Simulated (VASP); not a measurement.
# TiO2 (Pbca) in VASP: single point with PBE

Aim: the single point of TiO2 with PBE.

Program: VASP 6.6.1. These are calculated values, not measurements. Logs are shortened: lines on timing, memory, paths and dates and some standing lists are left out, and cuts for length are marked.

## (1) The cell of the first run

The structure is orthorhombic, space group Pbca (No. 61). The conventional cell has a = 5.145 Å, b = 9.185 Å, c = 5.447 Å, α = 90.00°, β = 90.00°, γ = 90.00°. Within 2.5 Å of Ti (site symmetry 1) lie 6 O at 1.86 to 2.07 Å. O (site symmetry 1) has 3 Ti at 1.92 to 2.07 Å and 1 O at 2.53 Å within 2.6 Å. Within 2.6 Å of O (site symmetry 1) lie 3 Ti at 1.86 to 2.01 Å and 2 O at 2.50 to 2.53 Å.

## (2) Single point, PBE

Input file INCAR:

```
SYSTEM = TiO2
PREC = Accurate
ENCUT = 520
EDIFF = 1E-7
ISMEAR = -1
SIGMA = 0.02
LREAL = Auto
LASPH = .True.
NELM = 80
ALGO = Normal
ISIF = 2
LWAVE = .False.
LCHARG = .False.
GGA = PE
NBANDS = 114
```

Input file KPOINTS:

```
regular mesh
0
Gamma
  5 3 4
  0 0 0
```

Input file POSCAR:

```
TiO2
1.0
    5.1450000000      0.0000000000      0.0000000000
    0.0000000000      9.1850000000      0.0000000000
    0.0000000000      0.0000000000      5.4470000000
Ti O
8 16
Direct
    0.1385900151      0.1289876377      0.9055937250
    0.6385900151      0.3710123623      0.0944062750
    0.8614099849      0.6289876377      0.5944062750
    0.3614099849      0.8710123623      0.4055937250
    0.8614099849      0.8710123623      0.0944062750
    0.3614099849      0.6289876377      0.9055937250
    0.1385900151      0.3710123623      0.4055937250
    0.6385900151      0.1289876377      0.5944062750
    0.4646122058      0.2298839650      0.8912620630
    0.9646122058      0.2701160350      0.1087379370
    0.5353877942      0.7298839650      0.6087379370
    0.0353877942      0.7701160350      0.3912620630
    0.5353877942      0.7701160350      0.1087379370
    0.0353877942      0.7298839650      0.8912620630
    0.4646122058      0.2701160350      0.3912620630
    0.9646122058      0.2298839650      0.6087379370
    0.8160599563      0.0097687983      0.8506294703
    0.3160599563      0.4902312017      0.1493705297
    0.1839400437      0.5097687983      0.6493705297
    0.6839400437      0.9902312017      0.3506294703
    0.1839400437      0.9902312017      0.1493705297
    0.6839400437      0.5097687983      0.8506294703
    0.8160599563      0.4902312017      0.3506294703
    0.3160599563      0.0097687983      0.6493705297
```

Potentials or basis: VASP PAW PBE potentials, release 64 (Ti_sv, O).

Command:

```console
> cat potpaw_PBE.64/Ti_sv/POTCAR potpaw_PBE.64/O/POTCAR > POTCAR
> mpirun -np 1 vasp_std > vasp.out
```

OUTCAR:

```text
SYSTEM = TiO2
   PREC = Accurate
   ENCUT = 520
   EDIFF = 1E-7
   ISMEAR = -1
   LREAL = Auto
   LASPH = .True.
   NELM = 80
   ISIF = 2
   GGA = PE

 ion  position               nearest neighbor table
   1  0.139  0.129  0.906-  21 1.86   9 1.92  10 1.93  24 2.00  17 2.01  16 2.07
   2  0.639  0.371  0.094-  22 1.86  10 1.92   9 1.93  23 2.00  18 2.01  15 2.07
   3  0.861  0.629  0.594-  23 1.86  11 1.92  12 1.93  22 2.00  19 2.01  14 2.07
   4  0.361  0.871  0.406-  24 1.86  12 1.92  11 1.93  21 2.00  20 2.01  13 2.07
   5  0.861  0.871  0.094-  17 1.86  13 1.92  14 1.93  20 2.00  21 2.01  12 2.07
   6  0.361  0.629  0.906-  18 1.86  14 1.92  13 1.93  19 2.00  22 2.01  11 2.07
   7  0.139  0.371  0.406-  19 1.86  15 1.92  16 1.93  18 2.00  23 2.01  10 2.07
   8  0.639  0.129  0.594-  20 1.86  16 1.92  15 1.93  17 2.00  24 2.01   9 2.07
   9  0.465  0.230  0.891-   1 1.92   2 1.93   8 2.07
  10  0.965  0.270  0.109-   2 1.92   1 1.93   7 2.07
  11  0.535  0.730  0.609-   3 1.92   4 1.93   6 2.07
  12  0.035  0.770  0.391-   4 1.92   3 1.93   5 2.07
  13  0.535  0.770  0.109-   5 1.92   6 1.93   4 2.07
  14  0.035  0.730  0.891-   6 1.92   5 1.93   3 2.07
[... 8 lines left out ...]
  23  0.816  0.490  0.351-   3 1.86   2 2.00   7 2.01
  24  0.316  0.010  0.649-   4 1.86   1 2.00   8 2.01

  LATTYP: Found a simple orthorhombic cell.
 ALAT       =     5.1450000000
 B/A-ratio  =     1.0586977648
 C/A-ratio  =     1.7852283771

  Lattice vectors:

 A1 = (  -5.1450000000,   0.0000000000,   0.0000000000)
 A2 = (   0.0000000000,   0.0000000000,   5.4470000000)
 A3 = (   0.0000000000,   9.1850000000,   0.0000000000)

Analysis of symmetry for initial positions (statically):
=====================================================================
 Subroutine PRICEL returns:
 Original cell was already a primitive cell.

 Routine SETGRP: Setting up the symmetry group for a
 simple orthorhombic supercell.

 Subroutine GETGRP returns: Found  8 space group operations
 (whereof  2 operations were pure point group operations)
 out of a pool of  8 trial point group operations.

The static configuration has the point symmetry S_2 .
 The point group associated with its full space group is D_2h.

Analysis of symmetry for dynamics (positions and initial velocities):
=====================================================================
 Subroutine PRICEL returns:
 Original cell was already a primitive cell.

 Routine SETGRP: Setting up the symmetry group for a
 simple orthorhombic supercell.

 Subroutine GETGRP returns: Found  8 space group operations
 (whereof  2 operations were pure point group operations)
 out of a pool of  8 trial point group operations.

The dynamic configuration has the point symmetry S_2 .
 The point group associated with its full space group is D_2h.

 Subroutine INISYM returns: Found  8 space group operations
 (whereof  2 operations are pure point group operations),
 and found     1 'primitive' translations

----------------------------------------------------------------------------------------

                                     Primitive cell

  volume of cell :     257.4079

  direct lattice vectors                    reciprocal lattice vectors
     5.145000000  0.000000000  0.000000000     0.194363460  0.000000000  0.000000000
     0.000000000  9.185000000  0.000000000     0.000000000  0.108873163  0.000000000
     0.000000000  0.000000000  5.447000000     0.000000000  0.000000000  0.183587296

  length of vectors
     5.145000000  9.185000000  5.447000000     0.194363460  0.108873163  0.183587296

  position of ions in fractional coordinates (direct lattice)
     0.138590015  0.128987638  0.905593725
     0.638590015  0.371012362  0.094406275
     0.861409985  0.628987638  0.594406275
     0.361409985  0.871012362  0.405593725
     0.861409985  0.871012362  0.094406275
     0.361409985  0.628987638  0.905593725
[... 16 lines left out ...]
     0.816059956  0.490231202  0.350629470
     0.316059956  0.009768798  0.649370530

  ion indices of the primitive-cell ions
   primitive index   ion index
                 1           1
                 2           2
                 3           3
                 4           4
                 5           5
                 6           6
[... 16 lines left out ...]
                23          23
                24          24

----------------------------------------------------------------------------------------

 KPOINTS: regular mesh

Automatic generation of k-mesh.
 Grid dimensions read from file:
 generate k-points for:    5    3    4

 Generating k-lattice:

  Cartesian coordinates                     Fractional coordinates (reciprocal lattice)
     0.038872692  0.000000000  0.000000000     0.200000000  0.000000000  0.000000000
     0.000000000  0.036291054  0.000000000     0.000000000  0.333333333  0.000000000
     0.000000000  0.000000000  0.045896824     0.000000000  0.000000000  0.250000000

  Length of vectors
     0.038872692  0.036291054  0.045896824

  Shift w.r.t. Gamma in fractional coordinates (k-lattice)
     0.000000000  0.000000000  0.000000000

 Subroutine IBZKPT returns following result:
 ===========================================

 Found     18 irreducible k-points:

 Following reciprocal coordinates:
            Coordinates               Weight
  0.000000  0.000000  0.000000      1.000000
  0.200000  0.000000  0.000000      2.000000
  0.400000  0.000000  0.000000      2.000000
  0.000000  0.333333  0.000000      2.000000
  0.200000  0.333333  0.000000      4.000000
  0.400000  0.333333  0.000000      4.000000
[... 10 lines left out ...]
  0.200000  0.333333  0.500000      4.000000
  0.400000  0.333333  0.500000      4.000000
   k-points           NKPTS =     18   k-points in BZ     NKDIM =     18   number of bands    NBANDS=    114
   number of dos      NEDOS =    301   number of ions     NIONS =     24
   total plane-waves  NPLWV = 117600
   dimension x,y,z NGX =    40 NGY =   70 NGZ =   42
   dimension x,y,z NGXF=    80 NGYF=  140 NGZF=   84
   ions per type =               8  16
   NGX,Y,Z   is equivalent  to a cutoff of  12.92, 12.67, 12.82 a.u.
   NGXF,Y,Z  is equivalent  to a cutoff of  25.85, 25.34, 25.64 a.u.
 SYSTEM =  TiO2
   PREC   = accura    normal or accurate (medium, high low for compatibility)
   ISTART =      0    job   : 0-new  1-cont  2-samecut
   ICHARG =      2    charge: 1-file 2-atom 10-const
   ISPIN  =      1    spin polarized calculation?
   LNONCOLLINEAR =      F non collinear calculations
   LSORBIT =      F    spin-orbit coupling
   LASPH  =      T    aspherical Exc in radial PAW
   ENCUT  =  520.0 eV  38.22 Ry    6.18 a.u.   9.57 17.08 10.13*2*pi/ulx,y,z
   NELM   =     80;   NELMIN=  2; NELMDL= -5     # of ELM steps
   EDIFF  = 0.1E-06   stopping-criterion for ELM
   LREAL  =      T    real-space projection
   EDIFFG = 0.1E-05   stopping-criterion for IOM
   NSW    =      0    number of steps for IOM
   IBRION =     -1    ionic relax: 0-MD 1-quasi-New 2-CG
   NFREE  =      0    steps in history (QN), initial steepest desc. (CG)
   ISIF   =      2    stress and relaxation
   ISYM   =      2    0-nonsym 1-usesym 2-fastsym
   POTIM  = 0.5000    time-step for ionic-motion
   TEBEG  =    0.0;   TEEND  =   0.0 temperature during run
   PSTRESS=    0.0 pullay stress
   NELECT =     192.0000    total number of electrons
   NUPDOWN=      -1.0000    fix difference up-down
   EMIN   =  10.00;   EMAX   =-10.00  energy-range for DOS
   EFERMI =   0.00;   METHOD = LEGACY
   ISMEAR =    -1;   SIGMA  =   0.02  broadening in eV -4-tet -1-fermi 0-gaus
   EFERMI_NEDOS =   21; number of points for ismear=-14 and -15
   IALGO  =     38    algorithm
   IMIX   =      4    mixing-type and parameters
     AMIX     =   0.40;   BMIX     =  1.00
     AMIX_MAG =   1.60;   BMIX_MAG =  1.00
  volume/ion in A,a.u.               =      10.73        72.38
  Fermi-wavevector in a.u.,A,eV,Ry     =   1.484686  2.805650 29.991219  2.204292
  Thomas-Fermi vector in A             =   2.598192
   LORBIT       =      0    0 simple, 1 ext, 2 COOP (PROOUT), +10 PAW based schemes
   GGA     = PE    functional components
   LHFCALC =     F    Hartree Fock is set to
   AEXX    =    0.0000 exact exchange contribution
   IVDW    =     0    specifies the selected vdW correction
   LEPSILON=     F    determine dielectric tensor
   LRPA    =     F    only Hartree local field effects (RPA)
 non-spin polarized calculation
  energy-cutoff  :      520.00
  volume of cell :      257.41
 maximum number of plane-waves:      6952
 NGX is ok and might be reduce to    40
   NGX = 19   NGY = 35   NGZ = 21

 number of electron     191.9999979 magnetization

 Free energy of the ion-electron system (eV)
  ---------------------------------------------------
  ext. energy  EPLUGINS =         0.00000000
  ---------------------------------------------------
  free energy    TOTEN  =      -214.99979622 eV

  energy without entropy =     -214.99979622  energy(sigma->0) =     -214.99979622

 E-fermi :   4.6162     XC(G=0): -11.1820

 val. band max:        4.1233676468   @ k =   0.0000   0.0000   0.0000
 cond. band min:       6.4802630496   @ k =   0.0000   0.0000   0.0000
 fundamental gap:      2.3568954028
 Fermi energy:         4.6161950996

 k-point     1 :       0.0000    0.0000    0.0000
  band No.  band energies     occupation
      1     -52.3422      2.00000
      2     -52.3325      2.00000
      3     -52.3187      2.00000
      4     -52.3105      2.00000
      5     -52.3103      2.00000
      6     -52.3090      2.00000
[... 100 lines left out ...]
    107       7.4349      0.00000
    108       7.5079      0.00000

 k-point     2 :       0.2000    0.0000    0.0000
  band No.  band energies     occupation
      1     -52.3392      2.00000
      2     -52.3304      2.00000
      3     -52.3161      2.00000
      4     -52.3134      2.00000
      5     -52.3126      2.00000
      6     -52.3073      2.00000
[... 1768 lines left out ...]
 k-point    18 :       0.4000    0.3333    0.5000
  band No.  band energies     occupation
      1     -52.3249      2.00000
      2     -52.3249      2.00000
      3     -52.3242      2.00000
      4     -52.3242      2.00000
      5     -52.3023      2.00000
      6     -52.3023      2.00000
[... 100 lines left out ...]
    107       7.5231      0.00000
    108       7.5231      0.00000
 [bands above 108 left out]

------------------------ aborting loop because EDIFF is reached ----------------------------------------

  FORCE on cell =-STRESS in cart. coord.  units (eV):
  Direction    XX          YY          ZZ          XY          YZ          ZX
  --------------------------------------------------------------------------------------
  -------------------------------------------------------------------------------------
  Total        8.0705941      8.9620807      9.1629594      0.0000000      0.0000000      0.0000000
  in kB       50.2335849     55.7824412     57.0327652      0.0000000      0.0000000      0.0000000
  external PRESSURE =      54.3495971 kB  Pullay stress =       0.0000000 kB

 VOLUME and BASIS-vectors are now :
 -----------------------------------------------------------------------------
  energy-cutoff  :      520.00
  volume of cell :      257.41
      direct lattice vectors                 reciprocal lattice vectors
     5.145000000  0.000000000  0.000000000     0.194363460  0.000000000  0.000000000
     0.000000000  9.185000000  0.000000000     0.000000000  0.108873163  0.000000000
     0.000000000  0.000000000  5.447000000     0.000000000  0.000000000  0.183587296

 POSITION                                       TOTAL-FORCE (eV/Angst)
 -----------------------------------------------------------------------------------
      0.71305      1.18475      4.93277         0.021221      0.039031     -0.035478
      3.28555      3.40775      0.51423         0.021221     -0.039031      0.035478
      4.43195      5.77725      3.23773        -0.021221      0.039031      0.035478
      1.85945      8.00025      2.20927        -0.021221     -0.039031     -0.035478
      4.43195      8.00025      0.51423        -0.021221     -0.039031      0.035478
      1.85945      5.77725      4.93277        -0.021221      0.039031     -0.035478
[... 16 lines left out ...]
      4.19863      4.50277      1.90988        -0.035946     -0.000607     -0.036324
      1.62613      0.08973      3.53712        -0.035946      0.000607      0.036324
 -----------------------------------------------------------------------------------
    total drift:                               -0.000000     -0.000000      0.000000

  FREE ENERGIE OF THE ION-ELECTRON SYSTEM (eV)
  ---------------------------------------------------
  free  energy   TOTEN  =      -214.9997962171 eV

  energy  without entropy=     -214.9997962171  energy(sigma->0) =     -214.99979622
```

Wall time 26 min (1 thread of Intel Xeon 8259CL, shared host); peak memory 0.53 GiB.

What came out:

| Item | Value |
| --- | --- |
| Free energy | -214.9998 eV |
| Pressure | 5.4 GPa |
| Largest force | 0.057 eV/Å |
| Band gap on the k mesh | 2.36 eV |

Forces on the atoms (eV/Å):
```
Ti   0.021  0.039 -0.035
Ti   0.021 -0.039  0.035
Ti  -0.021  0.039  0.035
Ti  -0.021 -0.039 -0.035
Ti  -0.021 -0.039  0.035
Ti  -0.021  0.039 -0.035
Ti   0.021 -0.039 -0.035
Ti   0.021  0.039  0.035
O    0.005  0.012 -0.008
O    0.005 -0.012  0.008
O   -0.005  0.012  0.008
O   -0.005 -0.012 -0.008
O   -0.005 -0.012  0.008
O   -0.005  0.012 -0.008
O    0.005 -0.012 -0.008
O    0.005  0.012  0.008
O   -0.036  0.001 -0.036
O   -0.036 -0.001  0.036
O    0.036  0.001  0.036
O    0.036 -0.001 -0.036
O    0.036 -0.001  0.036
O    0.036  0.001 -0.036
O   -0.036 -0.001 -0.036
O   -0.036  0.001  0.036
```

Caveat: the cell stands under pressure. A k mesh can miss the band edges.
